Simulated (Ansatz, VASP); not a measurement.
# One calculation of MgO, two programs

```
Mg O
1.0
     0.00000    2.10217    2.10217
     2.10217    0.00000    2.10217
     2.10217    2.10217    0.00000
Mg O
1 1
Cartesian
  0.0000 0.0000 0.0000
  2.1022 2.1022 2.1022
```

Alike in both runs: task single point; functional PBE; k mesh 8 × 8 × 8; occupations gaussian, width 0.2 eV; no spin polarisation.

```csv
,VASP,Ansatz
version,VASP 6.6.1,Ansatz 0.2.0
potentials or method,"VASP PAW PBE potentials, release 64 (Mg, O)",plane waves
plane-wave cutoff (eV),520,420
valence electrons in the cell,8,16
```

VASP gave:

```
gap on the k mesh at the Fermi level (eV) : 4.78
pressure (GPa)                            : 4.9
```

Question: What did Ansatz give for the same quantities?

Answer: gap on the k mesh at the Fermi level (eV): 4.80; pressure (GPa): 5.6.

VASP's potentials hold 8 valence electrons a cell and Ansatz's 16, so a difference there can come from the potentials and not from the codes.
